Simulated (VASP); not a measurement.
Runs of VASP 6.6.1 on Nb. The structure is that of space group R-3m (No. 166), or close to it. The cells are those of the table. 

```tsv
cell	further INCAR settings	gap on the mesh (eV)	pressure (GPa)
a = 4.112 Å, angles 33.6°, 1 atom	ALGO = Fast; EDIFF = 1e-06; NBANDS = 12	none	53.9
a = 2.685 Å, angles 82.7°, 1 atom	ALGO = Fast; EDIFF = 1e-07; NBANDS = 12	none	-1.0
a = 3.201 Å, angles 52.2°, 1 atom	ALGO = Fast; EDIFF = 1e-06; NBANDS = 12	none	(b)
a = 3.435 Å, angles 45.7°, 1 atom	ALGO = Fast; EDIFF = 1e-07; NBANDS = 12	none	2.4
a = 3.073 Å, angles 56.6°, 1 atom	ALGO = Fast; EDIFF = 1e-06; NBANDS = 12	none	(a)
```

Alike in all rows: task single point; level PBEsol; potentials or basis VASP PAW PBE potentials, release 64 (Nb_sv); no spin polarisation; k mesh 22 × 22 × 22; cutoff (eV) 520; smearing gaussian 0.15 eV.

Task: Fill in the values left out.

Result: (a) -7.5; (b) -6.4.

Caveats: the PAW data sets were made with another functional, which shifts forces and pressure a little.

A k mesh can miss the band edges, and the runs leave out spin-orbit coupling on Nb.

A gap of «none» marks levels without a gap at the run's occupations.
